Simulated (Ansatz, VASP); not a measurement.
**MgB2 in VASP and in Ansatz**

```xyz
3
Lattice="3.0643 0.0000 0.0000 -1.5321 2.6538 0.0000 0.0000 0.0000 3.4994" Properties=species:S:1:pos:R:3 pbc="T T T"
Mg    0.0000    0.0000    0.0000
B     0.0000    1.7692    1.7497
B     1.5321    0.8846    1.7497
```

Change from the starting cell: volume scaled by 0.98.

Alike in both runs: task single point; functional LDA; k mesh 12 × 12 × 9; occupations fermi-dirac, width 0.05 eV; no spin polarisation.

|  | VASP | Ansatz |
| --- | --- | --- |
| version | VASP 6.6.1 | Ansatz 0.2.0 |
| potentials or method | VASP PAW LDA potentials, release 64 (Mg, B), cutoff 520 eV | all-electron LAPW, scalar-relativistic |

```csv
,VASP,Ansatz,Ansatz less VASP
pressure (GPa),-5.3,-4.7,+0.60
"traceless stress, the component that is largest in VASP (GPa)",-0.10,0.03,+0.134
```

LDA's correlation is that of Perdew and Zunger in VASP and of Perdew and Wang (1992) in Ansatz. Ansatz ran all-electron here, and VASP with PAW potentials.
